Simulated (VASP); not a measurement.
Zr3SnO8:

```
Zr Sn O
1.0
     3.61733   -3.61733    0.00000
     3.61733    3.61733    0.00000
     0.00000    0.00000    6.88738
Zr Sn O
3 1 8
Direct
  0.50000 0.50000 0.25000
  0.50000 0.50000 0.75000
  0.00000 0.00000 0.50000
  0.00000 0.00000 0.00000
  0.19403 0.19403 0.25000
  0.80597 0.80597 0.25000
  0.69403 0.30597 0.00000
  0.30597 0.69403 0.00000
  0.19403 0.19403 0.75000
  0.80597 0.80597 0.75000
  0.69403 0.30597 0.50000
  0.30597 0.69403 0.50000
```

| Item | Value |
| --- | --- |
| Program | VASP 6.6.1 |
| Task | relaxation of cell and atoms |
| Functional | PBE |
| Potentials or basis | VASP PAW PBE potentials, release 64 (Zr_sv, Sn_d, O) |
| Cutoff | 600 eV |
| k mesh | 4 × 4 × 4 |
| Occupations | fermi-dirac, width 0.02 eV |
| Spin | no spin polarisation |

At the start: pressure -21.0 GPa; volume 15.02 Å³/atom.

Problem. Where does the relaxation end?

Solution. Over 17 steps the energy falls by 154.9 meV/atom and the volume is 12.98 Å³/atom (-13.6 %); space group Cmmm (No. 65, to 0.1 Å) before and after.

The path:
```csv
step,energy change (eV),largest force (eV/Å),pressure (GPa),volume (Å³)
1,0.0000,0.5062,-21.03,180.24
2,1.2802,2.5533,46.61,133.49
3,-1.8302,0.4143,-1.39,157.51
4,-1.8332,0.4548,-0.51,156.83
5,-1.8330,0.4819,0.08,156.38
6,-1.8573,0.2050,0.32,155.59
7,-1.8573,0.2131,0.34,155.57
8,-1.8582,0.1343,-0.42,156.05
9,-1.8592,0.0199,-0.11,155.85
10,-1.8593,0.0133,0.08,155.71
11,-1.8593,0.0135,0.03,155.75
12,-1.8593,0.0136,0.02,155.75
13,-1.8593,0.0056,-0.01,155.77
14,-1.8593,0.0070,0.00,155.77
15,-1.8593,0.0094,0.00,155.78
16,-1.8593,0.0084,-0.02,155.77
17,-1.8593,0.0027,0.01,155.75
```

Final structure:
```xyz
12
Lattice="3.4665 -3.4448 0.0000 3.4665 3.4448 0.0000 0.0000 0.0000 6.5216" Properties=species:S:1:pos:R:3 pbc="T T T"
Zr    3.4665    0.0000    1.6263
Zr    3.4665    0.0000    4.8953
Zr    0.0000    0.0000    3.2608
Sn    0.0000    0.0000    0.0000
O     1.3475    0.0000    1.6188
O     5.5855    0.0000    1.6188
O     3.4665   -1.3484    0.0000
O     3.4665    1.3484    0.0000
O     1.3475    0.0000    4.9028
O     5.5855    0.0000    4.9028
O     3.4665   -1.3344    3.2608
O     3.4665    1.3344    3.2608
```
